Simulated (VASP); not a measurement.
# KC2S2N2 (C2/m) in VASP: notebook, part 2 of 2

VASP 6.6.1. Earlier steps stand in the parts before.

## Step 4: Single point, PBEsol

Input file INCAR:

```
ALGO     = Normal         # electronic algorithm
EDIFF    = 1E-7           # SCF threshold, eV
ENCUT    = 520            # plane-wave cutoff, eV
GGA      = PS             # functional
ISIF     = 2              # what is computed and relaxed
ISMEAR   = -5             # smearing method
LASPH    = T              # aspherical terms in the spheres
LCHARG   = F              # write CHGCAR
LREAL    = F              # projectors in reciprocal space
LWAVE    = F              # write WAVECAR
NBANDS   = 28             # bands
NELM     = 100            # most SCF steps
PREC     = Accurate       # precision mode
SIGMA    = 0.1            # smearing width, eV
```

Input file KPOINTS:

```
k-points
0
Gamma
  5 5 3
```

Input file POSCAR:

```
KC2S2N2
1.0
    0.0000000000      4.1505900000      0.0000000000
    5.8953470000     -2.0752950000      0.0000000000
    1.7750930000      0.0000000000     -6.6071920000
K C N S
1 2 2 2
Direct
    0.0000000000      0.0000000000      0.0000000000
    0.7586100000      0.5172200000      0.7780000000
    0.2413900000      0.4827800000      0.2220000000
    0.8596300000      0.7192600000      0.8234200000
    0.1403700000      0.2807400000      0.1765800000
    0.6103000000      0.2206000000      0.7332000000
    0.3897000000      0.7794000000      0.2668000000
```

Potentials or basis: VASP PAW PBE potentials, release 64 (K_sv, C, N, S).

Run with:

```bash
> cat potpaw_PBE.64/K_sv/POTCAR potpaw_PBE.64/C/POTCAR potpaw_PBE.64/N/POTCAR potpaw_PBE.64/S/POTCAR > POTCAR
> mpirun -np 1 vasp_std > vasp.out
```

OUTCAR:

```text
EDIFF = 1E-7
   ENCUT = 520
   GGA = PS
   ISIF = 2
   ISMEAR = -5
   LASPH = T
   LREAL = F
   NELM = 100
   PREC = Accurate

 ion  position               nearest neighbor table
   1  0.000  0.000  0.000-   4 2.29   5 2.29   6 2.85   7 2.85   6 2.85   7 2.85
   2  0.759  0.517  0.778-   4 1.31   6 1.85
   3  0.241  0.483  0.222-   5 1.31   7 1.85
   4  0.860  0.719  0.823-   2 1.31   1 2.29
   5  0.140  0.281  0.177-   3 1.31   1 2.29
   6  0.610  0.221  0.733-   2 1.85   1 2.85   1 2.85
   7  0.390  0.779  0.267-   3 1.85   1 2.85   1 2.85

  LATTYP: Found a base centered monoclinic cell.
 ALAT       =    11.7906940000
 B/A-ratio  =     0.3520225357
 C/A-ratio  =     0.5802446213
 COS(beta)  =    -0.2594601230

  Lattice vectors:

 A1 = (  -5.8953470000,  -2.0752950000,   0.0000000000)
 A2 = (  -5.8953470000,   2.0752950000,   0.0000000000)
 A3 = (   1.7750930000,   0.0000000000,  -6.6071920000)

[... 184 lines left out ...]

 E-fermi :  -1.5205     XC(G=0):  -7.6520

 val. band max:       -1.4932243838   @ k =   0.0000   0.4000  -0.0000
 cond. band min:      -1.5023354529   @ k =   0.0000   0.0000   0.3333
 fundamental gap:     -0.0091110691
 Fermi energy:        -1.5204799619

 k-point     1 :       0.0000    0.0000    0.0000
  band No.  band energies     occupation
      1     -28.2213      2.00000
      2     -16.8932      2.00000
      3     -16.8029      2.00000
      4     -13.8539      2.00000
      5     -13.6093      2.00000
      6     -12.2799      2.00000
[... 733 lines left out ...]
     27       5.2926      0.00000
     28       5.7549      0.00000

------------------------ aborting loop because EDIFF is reached ----------------------------------------

  FORCE on cell =-STRESS in cart. coord.  units (eV):
  Direction    XX          YY          ZZ          XY          YZ          ZX
  --------------------------------------------------------------------------------------
  -------------------------------------------------------------------------------------
  Total      -30.4757553      3.7340913      3.6240094      0.0000000      0.0000000      5.1108312
  in kB     -302.0152862     37.0049118     35.9139985      0.0000000      0.0000000     50.6484295
  external PRESSURE =     -76.3654586 kB  Pullay stress =       0.0000000 kB

 VOLUME and BASIS-vectors are now :
 -----------------------------------------------------------------------------
  energy-cutoff  :      520.00
  volume of cell :      161.67
      direct lattice vectors                 reciprocal lattice vectors
     0.000000000  4.150590000  0.000000000     0.084812650  0.240929603  0.022785828
     5.895347000 -2.075295000  0.000000000     0.169625299  0.000000000  0.045571656
     1.775093000  0.000000000 -6.607192000     0.000000000  0.000000000 -0.151350226

 POSITION                                       TOTAL-FORCE (eV/Angst)
 -----------------------------------------------------------------------------------
      0.00000      0.00000      0.00000        -0.000000      0.000000      0.000000
      4.43021      2.07529     -5.14040         4.155394      0.000000     -1.428819
      3.24023      0.00000     -1.46680        -4.155394      0.000000      1.428819
      5.70193      2.07530     -5.44049       -10.119758      0.000000      3.166248
      1.96851     -0.00000     -1.16670        10.119758      0.000000     -3.166248
      2.60201      2.07530     -4.84439         4.690045      0.000000      0.163039
      5.06843     -0.00000     -1.76280        -4.690045      0.000000     -0.163039
 -----------------------------------------------------------------------------------
    total drift:                                0.000000     -0.000000      0.000000

  FREE ENERGIE OF THE ION-ELECTRON SYSTEM (eV)
  ---------------------------------------------------
  free  energy   TOTEN  =       -41.5976587638 eV

  energy  without entropy=      -41.5976587638  energy(sigma->0) =      -41.59765876
```

OSZICAR:

```text
N       E                     dE             d eps       ncg     rms          rms(c)
DAV:   1     0.237898062296E+03    0.23790E+03   -0.17318E+04  1344   0.120E+03
DAV:   2    -0.221317522494E+02   -0.26003E+03   -0.25401E+03  1752   0.271E+02
DAV:   3    -0.437899392333E+02   -0.21658E+02   -0.21407E+02  1780   0.773E+01
DAV:   4    -0.445614523985E+02   -0.77151E+00   -0.77025E+00  2084   0.130E+01
DAV:   5    -0.445742480857E+02   -0.12796E-01   -0.12784E-01  1852   0.145E+00    0.182E+01
DAV:   6    -0.423480986714E+02    0.22261E+01   -0.13085E+01  1656   0.218E+01    0.111E+01
DAV:   7    -0.417049250785E+02    0.64317E+00   -0.38470E+00  1684   0.103E+01    0.650E+00
DAV:   8    -0.415942332977E+02    0.11069E+00   -0.53309E-01  1496   0.421E+00    0.212E+00
DAV:   9    -0.415958039632E+02   -0.15707E-02   -0.51082E-02  1788   0.126E+00    0.892E-01
DAV:  10    -0.415972877556E+02   -0.14838E-02   -0.15623E-02  1628   0.666E-01    0.151E-01
DAV:  11    -0.415973615336E+02   -0.73778E-04   -0.14536E-03  1580   0.208E-01    0.815E-02
DAV:  12    -0.415975877523E+02   -0.22622E-03   -0.28941E-04  1764   0.848E-02    0.390E-02
DAV:  13    -0.415976453989E+02   -0.57647E-04   -0.87075E-05  1564   0.451E-02    0.135E-02
DAV:  14    -0.415976561812E+02   -0.10782E-04   -0.11309E-05  1804   0.173E-02    0.704E-03
DAV:  15    -0.415976589306E+02   -0.27494E-05   -0.55049E-06  1612   0.121E-02    0.246E-03
DAV:  16    -0.415976587403E+02    0.19032E-06   -0.21178E-07  1444   0.246E-03    0.948E-04
DAV:  17    -0.415976587638E+02   -0.23545E-07   -0.47658E-08  1060   0.130E-03
   1 F= -.41597659E+02 E0= -.41597659E+02  d E =0.000000E+00
```

stdout:

```text
POSCAR found type information on POSCAR K C N S
 POSCAR found :  4 types and       7 ions
 scaLAPACK will be used
 -----------------------------------------------------------------------------
|                                                                             |
[... 23 lines left out ...]
|     occupations, so forces and stress will be inaccurate. We suggest        |
|     using a different smearing scheme ISMEAR = 1 or 2 for metals in         |
|     relaxations.                                                            |
|                                                                             |
 -----------------------------------------------------------------------------
```

It took 2.2 min on 1 thread of AMD EPYC 7R13 (Zen 3), shared host; peak memory 0.3 GiB.

What came out:

- Free energy: -41.5977 eV
- Pressure: -7.6 GPa
- Largest force: 10.604 eV/Å

Forces in eV/Å, atoms in the order of the input:
```
K     0.000   0.000   0.000
C     4.155   0.000  -1.429
C    -4.155   0.000   1.429
N   -10.120   0.000   3.166
N    10.120   0.000  -3.166
S     4.690   0.000   0.163
S    -4.690   0.000  -0.163
```

Caveat: the PAW data sets were made with another functional, which shifts forces and pressure a little; tetrahedron occupations give inexact forces and stress in metals.

## Step 5: Single point, PBEsol

Input file INCAR:

```
PREC = Accurate
ENCUT = 520
EDIFF = 1E-7
ISMEAR = -1
SIGMA = 0.1
LREAL = False
LASPH = True
NELM = 100
ALGO = Normal
ISIF = 2
LWAVE = False
LCHARG = False
GGA = PS
NBANDS = 28
```

Input file KPOINTS:

```
regular mesh
0
Gamma
  6 6 4
```

POSCAR is that of step 4.

Potentials or basis: VASP PAW PBE potentials, release 64 (K_sv, C, N, S).

Run with:

```bash
> cat potpaw_PBE.64/K_sv/POTCAR potpaw_PBE.64/C/POTCAR potpaw_PBE.64/N/POTCAR potpaw_PBE.64/S/POTCAR > POTCAR
> mpirun -np 1 vasp_std > vasp.out
```

OUTCAR:

```text
PREC = Accurate
   ENCUT = 520
   EDIFF = 1E-7
   ISMEAR = -1
   LREAL = False
   LASPH = True
   NELM = 100
   ISIF = 2
   GGA = PS

 ion  position               nearest neighbor table
   1  0.000  0.000  0.000-   4 2.29   5 2.29   6 2.85   7 2.85   6 2.85   7 2.85
   2  0.759  0.517  0.778-   4 1.31   6 1.85
   3  0.241  0.483  0.222-   5 1.31   7 1.85
   4  0.860  0.719  0.823-   2 1.31   1 2.29
   5  0.140  0.281  0.177-   3 1.31   1 2.29
   6  0.610  0.221  0.733-   2 1.85   1 2.85   1 2.85
   7  0.390  0.779  0.267-   3 1.85   1 2.85   1 2.85

  LATTYP: Found a base centered monoclinic cell.
 ALAT       =    11.7906940000
 B/A-ratio  =     0.3520225357
 C/A-ratio  =     0.5802446213
 COS(beta)  =    -0.2594601230

  Lattice vectors:

 A1 = (  -5.8953470000,  -2.0752950000,   0.0000000000)
 A2 = (  -5.8953470000,   2.0752950000,   0.0000000000)
 A3 = (   1.7750930000,   0.0000000000,  -6.6071920000)

Analysis of symmetry for initial positions (statically):
=====================================================================
 Subroutine PRICEL returns:
 Original cell was already a primitive cell.

 Routine SETGRP: Setting up the symmetry group for a
 base centered monoclinic supercell.

 Subroutine GETGRP returns: Found  4 space group operations
 (whereof  4 operations were pure point group operations)
 out of a pool of  4 trial point group operations.

The static configuration has the point symmetry C_2h.

Analysis of symmetry for dynamics (positions and initial velocities):
=====================================================================
 Subroutine PRICEL returns:
 Original cell was already a primitive cell.

 Routine SETGRP: Setting up the symmetry group for a
 base centered monoclinic supercell.

 Subroutine GETGRP returns: Found  4 space group operations
 (whereof  4 operations were pure point group operations)
[... 133 lines left out ...]
  volume/ion in A,a.u.               =      23.10       155.86
  Fermi-wavevector in a.u.,A,eV,Ry     =   1.019102  1.925824 14.130588  1.038569
  Thomas-Fermi vector in A             =   2.152597
   LORBIT       =      0    0 simple, 1 ext, 2 COOP (PROOUT), +10 PAW based schemes
   GGA     = PS    functional components
   LHFCALC =     F    Hartree Fock is set to
   AEXX    =    0.0000 exact exchange contribution
   IVDW    =     0    specifies the selected vdW correction
   LEPSILON=     F    determine dielectric tensor
   LRPA    =     F    only Hartree local field effects (RPA)
 non-spin polarized calculation
  energy-cutoff  :      520.00
  volume of cell :      161.67
 maximum number of plane-waves:      4371
   NGX = 15   NGY = 23   NGZ = 25

 number of electron      39.0000000 magnetization

 Free energy of the ion-electron system (eV)
  ---------------------------------------------------
  ext. energy  EPLUGINS =         0.00000000
  ---------------------------------------------------
  free energy    TOTEN  =       -41.71167198 eV

  energy without entropy =      -41.51689533  energy(sigma->0) =      -41.61428366

 E-fermi :  -1.4330     XC(G=0):  -7.6491

 val. band max:       -1.4406594625   @ k =   0.0000   0.1667   0.5000
 cond. band min:      -1.4215428244   @ k =   0.3333   0.3333   0.0000
 fundamental gap:      0.0191166382
 Fermi energy:        -1.4330418650

 k-point     1 :       0.0000    0.0000    0.0000
  band No.  band energies     occupation
      1     -28.2208      2.00000
      2     -16.9063      2.00000
      3     -16.8162      2.00000
      4     -13.8374      2.00000
      5     -13.5911      2.00000
      6     -12.2808      2.00000
[... 733 lines left out ...]
     27       6.3301      0.00000
     28       7.1530      0.00000

 [... further k-points ...]

------------------------ aborting loop because EDIFF is reached ----------------------------------------

  FORCE on cell =-STRESS in cart. coord.  units (eV):
  Direction    XX          YY          ZZ          XY          YZ          ZX
  --------------------------------------------------------------------------------------
  -------------------------------------------------------------------------------------
  Total      -30.5139533      4.1853698      3.7537655      0.0000000      0.0000000      5.0776124
  in kB     -302.3938293     41.4770904     37.1998845      0.0000000      0.0000000     50.3192309
  external PRESSURE =     -74.5722848 kB  Pullay stress =       0.0000000 kB

 VOLUME and BASIS-vectors are now :
 -----------------------------------------------------------------------------
  energy-cutoff  :      520.00
  volume of cell :      161.67
      direct lattice vectors                 reciprocal lattice vectors
     0.000000000  4.150590000  0.000000000     0.084812650  0.240929603  0.022785828
     5.895347000 -2.075295000  0.000000000     0.169625299  0.000000000  0.045571656
     1.775093000  0.000000000 -6.607192000     0.000000000  0.000000000 -0.151350226

 POSITION                                       TOTAL-FORCE (eV/Angst)
 -----------------------------------------------------------------------------------
      0.00000      0.00000      0.00000         0.000000      0.000000      0.000000
      4.43021      2.07529     -5.14040         4.057174     -0.000000     -1.410787
      3.24023      0.00000     -1.46680        -4.057174      0.000000      1.410787
      5.70193      2.07530     -5.44049       -10.069212      0.000000      3.160305
      1.96851     -0.00000     -1.16670        10.069212     -0.000000     -3.160305
      2.60201      2.07530     -4.84439         4.730811     -0.000000      0.197984
      5.06843     -0.00000     -1.76280        -4.730811      0.000000     -0.197984
 -----------------------------------------------------------------------------------
    total drift:                                0.000000     -0.000000      0.000000

  FREE ENERGIE OF THE ION-ELECTRON SYSTEM (eV)
  ---------------------------------------------------
  free  energy   TOTEN  =       -41.7116719812 eV

  energy  without entropy=      -41.5168953340  energy(sigma->0) =      -41.61428366
```

stdout:

```text
POSCAR found type information on POSCAR K C N S
 POSCAR found :  4 types and       7 ions
 scaLAPACK will be used
 -----------------------------------------------------------------------------
|                                                                             |
|                                                                             |
|     You enforced a specific xc type in the INCAR file but a different       |
|     I HOPE YOU KNOW WHAT YOU ARE DOING!                                     |
|                                                                             |
 -----------------------------------------------------------------------------

 LDA part: xc-table for (Slater+PW92), standard interpolation
 POSCAR, INCAR and KPOINTS ok, starting setup
 FFT: planning ... GRIDC
 FFT: planning ... GRID_SOFT
 FFT: planning ... GRID
 WAVECAR not read
 entering main loop
```

Wall time 3.7 min (1 thread of Intel Xeon 6975P-C, shared host); peak memory 0.41 GiB.

What came out:

```yaml
Free_energy: -41.7117 eV
Pressure: -7.5 GPa
Largest_force: 10.554 eV/Å
```

Forces in eV/Å, atoms in the order of the input:
```
K     0.000   0.000   0.000
C     4.057   0.000  -1.411
C    -4.057   0.000   1.411
N   -10.069   0.000   3.160
N    10.069   0.000  -3.160
S     4.731   0.000   0.198
S    -4.731   0.000  -0.198
```

Stress tensor (GPa, compression positive):
```
-30.24   0.00   5.03
  0.00   4.15   0.00
  5.03   0.00   3.72
```

Levels at points of the mesh, in eV from the Fermi level:
| k point | band 16 | band 17 | band 18 | band 19 | band 20 | band 21 | band 22 | band 23 | band 24 | band 25 |
| --- | --- | --- | --- | --- | --- | --- | --- | --- | --- | --- |
| (0.00, 0.00, 0.00) | -1.86 | -0.58 | -0.32 | -0.13 | -0.07 | 3.77 | 4.13 | 4.43 | 4.61 | 4.89 |
| (0.50, 0.00, 0.00) | -2.26 | -0.80 | -0.50 | -0.25 | -0.25 | 3.57 | 4.17 | 4.60 | 4.75 | 4.89 |
| (0.00, 0.50, 0.00) | -1.97 | -0.94 | -0.15 | -0.04 | 0.20 | 3.74 | 4.24 | 4.59 | 4.77 | 4.97 |
| (0.00, 0.00, 0.50) | -2.00 | -0.71 | -0.35 | -0.08 | -0.04 | 4.03 | 4.15 | 4.46 | 4.67 | 4.93 |
| (0.50, 0.00, 0.50) | -1.98 | -0.82 | -0.61 | -0.30 | -0.18 | 3.47 | 4.28 | 4.50 | 4.58 | 4.92 |
| (0.00, 0.50, 0.50) | -2.17 | -0.65 | -0.13 | -0.11 | 0.20 | 3.90 | 4.22 | 4.31 | 4.79 | 5.14 |

Caveat: the PAW data sets were made with another functional, which shifts forces and pressure a little.

## Step 6: The runs side by side

| k mesh | smearing | gap on the mesh (eV) | pressure (GPa) | largest force (eV/Å) |
| --- | --- | --- | --- | --- |
| 5 × 5 × 3 | fermi-dirac 0.1 eV | none | -7.5 | 10.56 |
| 5 × 5 × 3 | tetrahedron | none | -7.6 | 10.60 |
| 6 × 6 × 4 | fermi-dirac 0.1 eV | none | -7.5 | 10.55 |

Alike in all rows: task single point; level PBEsol; potentials or basis VASP PAW PBE potentials, release 64 (K_sv, C, N, S); no spin polarisation; cell as given; cutoff (eV) 520.

Every run on the cell as given and a fine mesh finds a metal.

Caveats: the PAW data sets were made with another functional, which shifts forces and pressure a little; tetrahedron occupations give inexact forces and stress in metals (some runs).

Total energies depend on the potentials used, so only differences within one code and one set of settings carry meaning.
